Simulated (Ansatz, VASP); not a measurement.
**Two plane-wave programs on BeZn2TeS2**

INCAR

```
SYSTEM = BeZn2TeS2
  PREC = Accurate
  ENCUT = 600
  EDIFF = 1E-6
  ISMEAR = 0
  SIGMA = 0.1
  LREAL = .False.
  LASPH = .True.
  NELM = 100
  ALGO = Normal
  ISIF = 3
  LWAVE = .False.
  LCHARG = .False.
  GGA = PE
  IBRION = 2
  NSW = 90
  EDIFFG = -0.04
```

Contents of KPOINTS:

```
Automatic mesh
0
Gamma
  4 4 4
  0 0 0
```

POSCAR

```
BeZn2TeS2
1.0
    4.2050575900      0.0000000000      0.0000000000
    0.0000000000      4.2050575900      0.0000000000
    0.0000000000      0.0000000000      7.1224407800
Be Zn Te S
1 2 1 2
Direct
    0.5000000000      0.5000000000      0.0000000000
    0.5000000000      0.0000000000      0.3183099900
    0.0000000000      0.5000000000      0.6816900100
    0.0000000000      0.0000000000      0.0000000000
    0.5000000000      0.0000000000      0.8327630200
    0.0000000000      0.5000000000      0.1672369800
```

Input for Ansatz:

```yaml
crystal:
  lattice:
    - [4.20505759, 0.0, 0.0]
    - [0.0, 4.20505759, 0.0]
    - [0.0, 0.0, 7.12244078]
  atoms:
    - { symbol: Be, position: [0.5, 0.5, 0.0] }
    - { symbol: Zn, position: [0.5, 0.0, 0.31830999] }
    - { symbol: Zn, position: [0.0, 0.5, 0.68169001] }
    - { symbol: Te, position: [0.0, 0.0, 0.0] }
    - { symbol: S, position: [0.5, 0.0, 0.83276302] }
    - { symbol: S, position: [0.0, 0.5, 0.16723698] }
basis:
  ecutwfc: 420
kpoints:
  mp_grid: { grid: [4, 4, 4] }
hamiltonian:
  xc: pbe
scf:
  occupations: { method: gaussian, width: 0.1 }
  lower_state_search: "off"
output:
  forces: true
  stress: true
  eigenvalues: true
relax:
  adjacent_minimum: "off"
  f_tol: 0.04
  max_steps: 70
  cell: { stress_tol: 0.4 }
```

Change from the starting cell: species swapped into the Pr2FeSi2Ru type (P-4m2, No. 115).

Alike in both runs: task relaxation of cell and atoms; functional PBE; k mesh 4 × 4 × 4; occupations gaussian, width 0.1 eV; no spin polarisation.

```csv
,VASP,Ansatz
version,VASP 6.6.1,Ansatz 0.2.0
potentials or method,"VASP PAW PBE potentials, release 64 (Be, Zn, Te, S), cutoff 600 eV","scalar-relativistic, plane waves, PAW"
valence electrons in the cell,44,54
```

```tsv
	VASP	Ansatz	Ansatz less VASP
gap on the k mesh at the Fermi level, each at its own relaxed structure (eV)	none	none	-
relaxed volume (Å³/atom)	25.83	27.14	+1.305
relaxed cell length with the largest relative difference (Å)	6.657	6.776	+0.1187
```

A gap of «none» marks a metal or a gap that the smearing closes. One of these differences is far larger than is usual between the two programs; its cause wasn't traced. VASP's potentials hold 44 valence electrons a cell and Ansatz's 54, so a difference there can come from the potentials and not from the codes.

The k mesh is coarse, so the values compare programs but aren't converged. Spin-orbit coupling is off throughout. Noted on VASP's run: the volume moved by over 15 % at a fixed basis, so the end points are rough.
